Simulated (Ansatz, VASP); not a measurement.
Two plane-wave programs on Ag

The input INCAR:

```
SYSTEM = Ag
  PREC = Accurate
  ENCUT = 520
  EDIFF = 1E-6
  ISMEAR = 0
  SIGMA = 0.15
  LREAL = .False.
  LASPH = .True.
  NELM = 100
  ALGO = Normal
  ISIF = 2
  LWAVE = .False.
  LCHARG = .False.
  GGA = PE
  NBANDS = 12
```

Contents of KPOINTS:

```
regular mesh
0
Gamma
  20 20 20
  0 0 0
```

POSCAR

```
Ag
1.0
   -1.5232016800      1.5232016800      1.7881063200
    1.5232016800     -1.5232016800      1.7881063200
    1.5232016800      1.5232016800     -1.7881063200
Ag
1
Direct
    0.0000000000      0.0000000000      0.0000000000
```

Input for Ansatz:

```yaml
crystal:
  lattice:
    - [-1.52320168, 1.52320168, 1.78810632]
    - [1.52320168, -1.52320168, 1.78810632]
    - [1.52320168, 1.52320168, -1.78810632]
  atoms:
    - { symbol: Ag, position: [0.0, 0.0, 0.0] }
basis:
  ecutwfc: 420
kpoints:
  mp_grid: { grid: [20, 20, 20] }
hamiltonian:
  xc: pbe
scf:
  occupations: { method: gaussian, width: 0.15 }
output:
  forces: true
  stress: true
  eigenvalues: true
```

Change from the starting cell: strain -0.080 along x and y, +0.080 along z, atoms carried along.

Alike in both runs: task single point; functional PBE; k mesh 20 × 20 × 20; occupations gaussian, width 0.15 eV; no spin polarisation.

|  | VASP | Ansatz |
| --- | --- | --- |
| version | VASP 6.6.1 | Ansatz 0.2.0 |
| potentials or method | VASP PAW PBE potentials, release 64 (Ag), cutoff 520 eV | scalar-relativistic, plane waves, PAW |
| valence electrons in the cell | 11 | 19 |

Ansatz gave:

| Item | Value |
| --- | --- |
| gap on the k mesh at the Fermi level (eV) | none |
| pressure (GPa) | 8.8 |
| traceless stress, the component that is largest in VASP (GPa) | 1.51 |

**Question.** Which values does VASP return?

**Answer.** gap on the k mesh at the Fermi level (eV): none; pressure (GPa): 8.6; traceless stress, the component that is largest in VASP (GPa): 1.50.

A gap of «none» marks a metal or a gap that the smearing closes. VASP's potentials hold 11 valence electrons a cell and Ansatz's 19, so a difference there can come from the potentials and not from the codes.
